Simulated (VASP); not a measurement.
# PbS (P1) in VASP: single point with PBEsol

Aim: the single point of PbS with PBEsol.

All numbers are computed with VASP 6.6.1; they aren't measurements. Logs are shortened: lines on timing, memory, paths and dates and some standing lists are left out, and cuts for length are marked.

## Step 1: The cell of the first run

The typed cell holds 8 atoms: a = 4.090 Å, b = 8.179 Å, c = 7.576 Å, α = 90.00°, β = 90.00°, γ = 120.00°.

## Step 2: Single point, PBEsol

File INCAR:

```
ALGO = Normal ; EDIFF = 1E-6
ENCUT = 400 ; GGA = PS
GGA_COMPAT = False ; ISIF = 2
ISMEAR = 0 ; LASPH = True
LCHARG = False ; LREAL = False
LWAVE = False ; NBANDS = 50
NELM = 120 ; PREC = Accurate
SIGMA = 0.01
```

File KPOINTS:

```
k-points
0
Gamma
  1 1 1
```

File POSCAR:

```
PbS
1.0
    4.0897000000      0.0000000000      0.0000000000
   -4.0897000000      7.0835681877      0.0000000000
    0.0000000000      0.0000000000      7.5763400000
Pb S
4 4
Direct
   -0.0100898882     -0.0043977836      0.0019910669
   -0.0047065595     -0.0041920963      0.5013378491
    0.0039433396      0.5072878392     -0.0028109879
    0.0053227070      0.5017992212      0.5001734347
    0.7083356402      0.1681549423      0.2372987485
    0.6515773774      0.1708628996      0.7714825364
    0.6674542128      0.6602910957      0.2493880950
    0.6750417182      0.6641440973      0.7373621036
```

Potentials or basis: VASP PAW PBE potentials, release 64 (Pb_d, S).

Run with:

```console
cat potpaw_PBE.64/Pb_d/POTCAR potpaw_PBE.64/S/POTCAR > POTCAR
mpirun -np 1 vasp_gam > vasp.out
```

OUTCAR:

```text
EDIFF = 1E-6
   ENCUT = 400
   GGA = PS
   ISIF = 2
   ISMEAR = 0
   LASPH = True
   LREAL = False
   NELM = 120
   PREC = Accurate

 ion  position               nearest neighbor table
   1  0.990  0.996  0.002-   5 2.85   6 2.92   6 3.00   7 3.03   8 3.09   5 3.11   2 3.78   2 3.79
                             3 4.01   3 4.02
   2  0.995  0.996  0.501-   8 2.95   5 3.00   7 3.05   6 3.10   6 3.20   5 3.22   1 3.78   1 3.79
                             4 4.04   4 4.06   4 4.12   4 4.13
   3  0.004  0.507  0.997-   6 2.93   7 2.97   8 3.01   5 3.02   7 3.03   8 3.09   4 3.77   4 3.81
                             1 4.01   1 4.02
   4  0.005  0.502  0.500-   8 2.93   8 2.98   7 3.00   7 3.02   5 3.09   6 3.12   3 3.77   3 3.81
                             2 4.04   2 4.06   2 4.12   2 4.13
   5  0.708  0.168  0.237-   1 2.85   2 3.00   3 3.02   4 3.09   1 3.11   2 3.22
   6  0.652  0.171  0.771-   1 2.92   3 2.93   1 3.00   2 3.10   4 3.12   2 3.20
   7  0.667  0.660  0.249-   3 2.97   4 3.00   4 3.02   1 3.03   3 3.03   2 3.05
   8  0.675  0.664  0.737-   4 2.93   2 2.95   4 2.98   3 3.01   3 3.09   1 3.09

  LATTYP: Found a simple orthorhombic cell.
 ALAT       =     4.0897000000
 B/A-ratio  =     1.7320508076
 C/A-ratio  =     1.8525417512

  Lattice vectors:

 A1 = (   4.0897000000,   0.0000000000,   0.0000000000)
 A2 = (   0.0000000000,   7.0835681877,   0.0000000000)
 A3 = (   0.0000000000,   0.0000000000,   7.5763400000)

Analysis of symmetry for initial positions (statically):
=====================================================================
 Subroutine PRICEL returns:
 Original cell was already a primitive cell.

 Routine SETGRP: Setting up the symmetry group for a
 simple orthorhombic supercell.

 Subroutine GETGRP returns: Found  1 space group operations
 (whereof  1 operations were pure point group operations)
 out of a pool of  8 trial point group operations.

The static configuration has the point symmetry C_1 .

Analysis of symmetry for dynamics (positions and initial velocities):
=====================================================================
 Subroutine PRICEL returns:
 Original cell was already a primitive cell.

 Routine SETGRP: Setting up the symmetry group for a
 simple orthorhombic supercell.

 Subroutine GETGRP returns: Found  1 space group operations
 (whereof  1 operations were pure point group operations)
 out of a pool of  8 trial point group operations.

The dynamic configuration has the point symmetry C_1 .

 Subroutine INISYM returns: Found  1 space group operations
 (whereof  1 operations are pure point group operations),
 and found     1 'primitive' translations

----------------------------------------------------------------------------------------

                                     Primitive cell

  volume of cell :     219.4841

  direct lattice vectors                    reciprocal lattice vectors
     4.089700000  0.000000000  0.000000000     0.244516713  0.141171790  0.000000000
    -4.089700000  7.083568188  0.000000000     0.000000000  0.141171790  0.000000000
     0.000000000  0.000000000  7.576340000     0.000000000  0.000000000  0.131989853

  length of vectors
     4.089700000  8.179400000  7.576340000     0.282343580  0.141171790  0.131989853

  position of ions in fractional coordinates (direct lattice)
     0.989910112  0.995602216  0.001991067
     0.995293440  0.995807904  0.501337849
     0.003943340  0.507287839  0.997189012
     0.005322707  0.501799221  0.500173435
     0.708335640  0.168154942  0.237298749
     0.651577377  0.170862900  0.771482536
     0.667454213  0.660291096  0.249388095
     0.675041718  0.664144097  0.737362104

  ion indices of the primitive-cell ions
   primitive index   ion index
                 1           1
                 2           2
                 3           3
                 4           4
                 5           5
                 6           6
                 7           7
                 8           8

----------------------------------------------------------------------------------------

 KPOINTS: k-points

Automatic generation of k-mesh.
 Grid dimensions read from file:
 generate k-points for:    1    1    1

 Generating k-lattice:

  Cartesian coordinates                     Fractional coordinates (reciprocal lattice)
     0.244516713  0.141171790  0.000000000     1.000000000  0.000000000  0.000000000
     0.000000000  0.141171790  0.000000000     0.000000000  1.000000000  0.000000000
     0.000000000  0.000000000  0.131989853     0.000000000  0.000000000  1.000000000

  Length of vectors
     0.282343580  0.141171790  0.131989853

  Shift w.r.t. Gamma in fractional coordinates (k-lattice)
     0.000000000  0.000000000  0.000000000

 Subroutine IBZKPT returns following result:
 ===========================================

 Found      1 irreducible k-points:

 Following reciprocal coordinates:
            Coordinates               Weight
  0.000000  0.000000  0.000000      1.000000
   k-points           NKPTS =      1   k-points in BZ     NKDIM =      1   number of bands    NBANDS=     50
   number of dos      NEDOS =    301   number of ions     NIONS =      8
   total plane-waves  NPLWV =  75600
   dimension x,y,z NGX =    28 NGY =   54 NGZ =   50
   dimension x,y,z NGXF=    56 NGYF=  108 NGZF=  100
   ions per type =               4   4
   NGX,Y,Z   is equivalent  to a cutoff of  11.38, 10.98, 10.97 a.u.
   NGXF,Y,Z  is equivalent  to a cutoff of  22.76, 21.95, 21.94 a.u.
 SYSTEM =  unknown system
   PREC   = accura    normal or accurate (medium, high low for compatibility)
   ISTART =      0    job   : 0-new  1-cont  2-samecut
   ICHARG =      2    charge: 1-file 2-atom 10-const
   ISPIN  =      1    spin polarized calculation?
   LNONCOLLINEAR =      F non collinear calculations
   LSORBIT =      F    spin-orbit coupling
   LASPH  =      T    aspherical Exc in radial PAW
   ENCUT  =  400.0 eV  29.40 Ry    5.42 a.u.   6.67 13.34 12.36*2*pi/ulx,y,z
   NELM   =    120;   NELMIN=  2; NELMDL= -5     # of ELM steps
   EDIFF  = 0.1E-05   stopping-criterion for ELM
   LREAL  =      F    real-space projection
   EDIFFG = 0.1E-04   stopping-criterion for IOM
   NSW    =      0    number of steps for IOM
   IBRION =     -1    ionic relax: 0-MD 1-quasi-New 2-CG
   NFREE  =      0    steps in history (QN), initial steepest desc. (CG)
   ISIF   =      2    stress and relaxation
   ISYM   =      2    0-nonsym 1-usesym 2-fastsym
   POTIM  = 0.5000    time-step for ionic-motion
   TEBEG  =    0.0;   TEEND  =   0.0 temperature during run
   PSTRESS=    0.0 pullay stress
   NELECT =      80.0000    total number of electrons
   NUPDOWN=      -1.0000    fix difference up-down
   EMIN   =  10.00;   EMAX   =-10.00  energy-range for DOS
   EFERMI =   0.00;   METHOD = LEGACY
   ISMEAR =     0;   SIGMA  =   0.01  broadening in eV -4-tet -1-fermi 0-gaus
   EFERMI_NEDOS =   21; number of points for ismear=-14 and -15
   IALGO  =     38    algorithm
   IMIX   =      4    mixing-type and parameters
     AMIX     =   0.40;   BMIX     =  1.00
     AMIX_MAG =   1.60;   BMIX_MAG =  1.00
  volume/ion in A,a.u.               =      27.44       185.14
  Fermi-wavevector in a.u.,A,eV,Ry     =   1.169420  2.209883 18.606552  1.367543
  Thomas-Fermi vector in A             =   2.305893
   LORBIT       =      0    0 simple, 1 ext, 2 COOP (PROOUT), +10 PAW based schemes
   GGA     = PS    functional components
   LHFCALC =     F    Hartree Fock is set to
   AEXX    =    0.0000 exact exchange contribution
   IVDW    =     0    specifies the selected vdW correction
   LEPSILON=     F    determine dielectric tensor
   LRPA    =     F    only Hartree local field effects (RPA)
 non-spin polarized calculation
 Gauss-broadening in eV      SIGMA  =   0.01
  energy-cutoff  :      400.00
  volume of cell :      219.48
 maximum number of plane-waves:      1988
 NGX is ok and might be reduce to    28
   NGX = 13   NGY = 27   NGZ = 25

 number of electron      80.0000012 magnetization

 Free energy of the ion-electron system (eV)
  ---------------------------------------------------
  ext. energy  EPLUGINS =         0.00000000
  ---------------------------------------------------
  free energy    TOTEN  =       -28.74300505 eV

  energy without entropy =      -28.74300505  energy(sigma->0) =      -28.74300505

 E-fermi :   5.5278     XC(G=0):  -9.5482

 val. band max:        5.4752383284   @ k =   0.0000   0.0000   0.0000
 cond. band min:       5.9332206356   @ k =   0.0000   0.0000   0.0000
 fundamental gap:      0.4579823072
 Fermi energy:         5.5278198242

 k-point     1 :       0.0000    0.0000    0.0000
  band No.  band energies     occupation
      1     -12.3927      2.00000
      2     -12.3003      2.00000
      3     -12.2873      2.00000
      4     -12.2060      2.00000
      5     -12.2006      2.00000
      6     -12.1898      2.00000
      7     -12.1019      2.00000
      8     -12.0812      2.00000
      9     -12.0704      2.00000
     10     -12.0412      2.00000
     11     -12.0312      2.00000
     12     -11.9774      2.00000
     13     -11.9713      2.00000
     14     -11.9486      2.00000
     15     -11.9360      2.00000
     16     -11.9301      2.00000
     17     -11.8909      2.00000
     18     -11.8772      2.00000
     19     -11.8428      2.00000
     20     -11.8334      2.00000
     21      -7.7189      2.00000
     22      -6.4169      2.00000
     23      -6.3420      2.00000
     24      -5.6422      2.00000
     25      -4.0727      2.00000
     26      -3.5046      2.00000
     27      -2.5806      2.00000
     28      -1.2731      2.00000
     29       1.1547      2.00000
     30       1.2419      2.00000
     31       2.7464      2.00000
     32       3.3162      2.00000
     33       3.4054      2.00000
     34       3.7738      2.00000
     35       3.9439      2.00000
     36       4.2337      2.00000
     37       4.4545      2.00000
     38       4.4787      2.00000
     39       4.6572      2.00000
     40       5.4752      2.00000
     41       5.9332      0.00000
     42       7.0490      0.00000
     43       7.1114      0.00000
     44       7.8646      0.00000
     45       7.9204      0.00000
     46       8.4306      0.00000
     47       8.6167      0.00000
     48       8.7524      0.00000
     49       8.8303      0.00000
     50       8.8927      0.00000

------------------------ aborting loop because EDIFF is reached ----------------------------------------

  FORCE on cell =-STRESS in cart. coord.  units (eV):
  Direction    XX          YY          ZZ          XY          YZ          ZX
  --------------------------------------------------------------------------------------
  -------------------------------------------------------------------------------------
  Total       13.4315609      1.2803497      1.6987375      0.6401815      0.0879067     -0.3351621
  in kB       98.0469487      9.3462246     12.4003483      4.6731605      0.6416963     -2.4465971
  external PRESSURE =      39.9311739 kB  Pullay stress =       0.0000000 kB

 VOLUME and BASIS-vectors are now :
 -----------------------------------------------------------------------------
  energy-cutoff  :      400.00
  volume of cell :      219.48
      direct lattice vectors                 reciprocal lattice vectors
     4.089700000  0.000000000  0.000000000     0.244516713  0.141171790  0.000000000
    -4.089700000  7.083568188  0.000000000     0.000000000  0.141171790  0.000000000
     0.000000000  0.000000000  7.576340000     0.000000000  0.000000000  0.131989853

 POSITION                                       TOTAL-FORCE (eV/Angst)
 -----------------------------------------------------------------------------------
     -0.02328      7.05242      0.01508        -0.009484      0.609044      0.022842
     -0.00210      7.05387      3.79831         0.020489      0.470785     -0.027246
     -2.05853      3.59341      7.55504         0.007845      0.097107      0.139590
     -2.03044      3.55453      3.78948         0.036041      0.230276     -0.023271
      2.20918      1.19114      1.79786        -0.061553     -0.443075     -0.069420
      1.96598      1.21032      5.84501         0.027847     -0.484339      0.181088
      0.02930      4.67722      1.88945         0.237507     -0.200464      0.099675
      0.04457      4.70451      5.58651        -0.258692     -0.279334     -0.323258
 -----------------------------------------------------------------------------------
    total drift:                                0.000049      0.000580     -0.000098

  FREE ENERGIE OF THE ION-ELECTRON SYSTEM (eV)
  ---------------------------------------------------
  free  energy   TOTEN  =       -28.7430050537 eV

  energy  without entropy=      -28.7430050537  energy(sigma->0) =      -28.74300505
```

Run time: 12 s. Hardware: 1 thread of Intel Xeon 6975P-C (Granite Rapids), shared host; peak memory 0.23 GiB.

Results:

* Free energy: -28.7430 eV
* Pressure: 4.0 GPa
* Largest force: 0.610 eV/Å

Forces in eV/Å, atoms in the order of the input:
```
Pb  -0.009  0.609  0.023
Pb   0.020  0.471 -0.027
Pb   0.008  0.097  0.140
Pb   0.036  0.230 -0.023
S   -0.062 -0.443 -0.069
S    0.028 -0.484  0.181
S    0.238 -0.200  0.100
S   -0.259 -0.279 -0.323
```

Stress tensor (GPa, compression positive):
```
 9.80  0.47 -0.24
 0.47  0.93  0.06
-0.24  0.06  1.24
```

Caveat: the k points lie up to 1.54 Å⁻¹ apart, too coarse for converged energies, forces and pressures; the PAW data sets were made with another functional, which shifts forces and pressure a little; spin-orbit coupling is left out, which moves the levels of the heavy elements.
